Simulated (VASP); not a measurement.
Input of a VASP 6.6.1 run:

INCAR

```
SYSTEM = Y3Cl5
PREC = Accurate
ENCUT = 520
EDIFF = 1E-6
ISMEAR = 0
SIGMA = 0.1
LREAL = .False.
LASPH = .True.
NELM = 60
ALGO = Normal
ISIF = 2
LWAVE = .False.
LCHARG = .False.
GGA = PE
NBANDS = 44
```

Contents of KPOINTS:

```
regular mesh
0
Gamma
  4 4 4
  0 0 0
```

POSCAR

```
Y3Cl5
1.0
   -3.7308626100      3.7308626100      3.7308626100
    3.7308626100     -3.7308626100      3.7308626100
    3.7308626100      3.7308626100     -3.7308626100
Y Cl
3 5
Direct
    0.0000000000      0.5000000000      0.5000000000
    0.5000000000      0.5000000000      0.0000000000
    0.5000000000      0.0000000000      0.5000000000
    0.0000000000      0.0000000000      0.0000000000
    0.0000000000      0.0000000000      0.5000000000
    0.0000000000      0.5000000000      0.0000000000
    0.5000000000      0.0000000000      0.0000000000
    0.5000000000      0.5000000000      0.5000000000
```

Potentials or basis: VASP PAW PBE potentials, release 64 (Y_sv, Cl).

Run with:

```bash
$ cat potpaw_PBE.64/Y_sv/POTCAR potpaw_PBE.64/Cl/POTCAR > POTCAR
$ mpirun -np 1 vasp_std > vasp.out
```

Q: Predict the pressure.

A: -6.2 GPa.

Q: Predict the band gap on the k mesh.

A: Zero (band 34 reaches 4.95 eV, above the bottom of band 35 at 3.15 eV).
